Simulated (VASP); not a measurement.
Input of a VASP 6.6.1 run:

INCAR

```
SYSTEM = ZrB
PREC = Accurate
ENCUT = 600
EDIFF = 1E-6
ISMEAR = 0
SIGMA = 0.1
LREAL = .FALSE.
LASPH = .TRUE.
NELM = 80
ALGO = Normal
ISIF = 3
LWAVE = .FALSE.
LCHARG = .FALSE.
GGA = PS
IBRION = 2
NSW = 70
EDIFFG = -0.008
PSTRESS = 100.0
```

The input KPOINTS:

```
regular mesh
0
G
  14 14 14
  0 0 0
```

File POSCAR:

```
ZrB
1.0
    0.0000000000      2.3878026984      2.3878026984
    2.3878026984      0.0000000000      2.3878026984
    2.3878026984      2.3878026984      0.0000000000
Zr B
1 1
Direct
    0.0000000000      0.0000000000      0.0000000000
    0.5000000000      0.5000000000      0.5000000000
```

Potentials or basis: VASP PAW PBE potentials, release 64 (Zr_sv, B).

Run with:

```sh
$ cat potpaw_PBE.64/Zr_sv/POTCAR potpaw_PBE.64/B/POTCAR > POTCAR
$ mpirun -np 1 vasp_std > vasp.out
```

**Question.** What does it give for the relaxed cell?

**Answer.** a = 3.379 Å, b = 3.379 Å, c = 3.379 Å, α = 60.00°, β = 60.00°, γ = 60.00°.

**Question.** Predict the space group after relaxing (to 0.1 Å).

**Answer.** Fm-3m (No. 225).

**Question.** Predict the relaxed volume.

**Answer.** 13.64 Å³/atom.

Final structure:
```yaml
crystal:
  lattice:
    - [0.00000, 2.38929, 2.38929]
    - [2.38929, 0.00000, 2.38929]
    - [2.38929, 2.38929, 0.00000]
  atoms:
    - { symbol: Zr, position: [0.00000, 0.00000, 0.00000] }
    - { symbol: B, position: [0.50000, 0.50000, 0.50000] }
```

Caveat: the cell is relaxed towards a set pressure, so the run minimises the enthalpy, not the energy; the PAW data sets were made with another functional, which shifts forces and pressure a little.
